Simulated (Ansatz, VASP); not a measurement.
# One calculation of ScAlSbP3, two programs

```
CELL_PARAMETERS angstrom
5.31077 0.00000 0.00000
-2.65539 4.59927 0.00000
0.00000 0.00000 5.19959
ATOMIC_POSITIONS crystal
Sc 0.00000 0.00000 0.00000
Al 0.66667 0.33333 0.00000
Sb 0.33333 0.66667 0.00000
P 0.94597 0.47299 0.50000
P 0.52701 0.47299 0.50000
P 0.52701 0.05403 0.50000
```

Change from the starting cell: species swapped into the YSiBRh3 type (P-6m2, No. 187).

Alike in both runs: functional PBE; k mesh 6 × 6 × 10; occupations gaussian, width 0.1 eV; collinear spin.

Ansatz relaxed the structure, and its values are those at the end. VASP's run is a single point on that final structure, the one shown.

```csv
,VASP,Ansatz
version,VASP 6.6.1,Ansatz 0.2.0
potentials or method,"VASP PAW PBE potentials, release 64 (Sc_sv, Al, Sb_d_GW, P), cutoff 500 eV","scalar-relativistic, plane waves, PAW"
valence electrons in the cell,44,44
```

```csv
,VASP,Ansatz,Ansatz less VASP
gap on the k mesh at the Fermi level (eV),none,none,-
pressure (GPa),-0.1,0.0,+0.12
rms of the force components (eV/Å),0.037,0.000,-0.0362
net moment per atom (μB),0.00,0.00,0.000
```

A gap of «none» marks a metal or a gap that the smearing closes. Ansatz's warnings: seeded moment not kept.

Spin-orbit coupling is off throughout.
